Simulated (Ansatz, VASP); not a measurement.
**BeS in VASP and in Ansatz**

```xyz
2
Lattice="0.0000 2.3885 2.4343 2.3885 0.0000 2.4343 2.3885 2.3885 0.0000" Properties=species:S:1:pos:R:3 pbc="T T T"
Be    0.0000    0.0000    0.0000
S     1.1943    1.1943    1.2172
```

Change from the starting cell: biaxial_xy strain -1.9%.

Alike in both runs: task single point; functional HSE06; k mesh 6 × 6 × 6; no spin polarisation.

|  | VASP | Ansatz |
| --- | --- | --- |
| version | VASP 6.6.1 | Ansatz 0.2.0 |
| potentials or method | VASP PAW PBE potentials, release 64 (Be, S) | plane waves, PAW |
| plane-wave cutoff (eV) | 520 | 420 |
| occupations | gaussian, width 0.01 eV | fixed |
| valence electrons in the cell | 8 | 8 |

VASP gave:

```
gap on the k mesh at the Fermi level (eV)                     : 3.90
pressure (GPa)                                                : 2.8
traceless stress, the component that is largest in VASP (GPa) : -1.37
```

Estimate Ansatz's values.

gap on the k mesh at the Fermi level (eV): 3.91; pressure (GPa): 3.0; traceless stress, the component that is largest in VASP (GPa): -1.37.

Ansatz's warnings: stress exchange threshold loose, stress scf threshold loose.
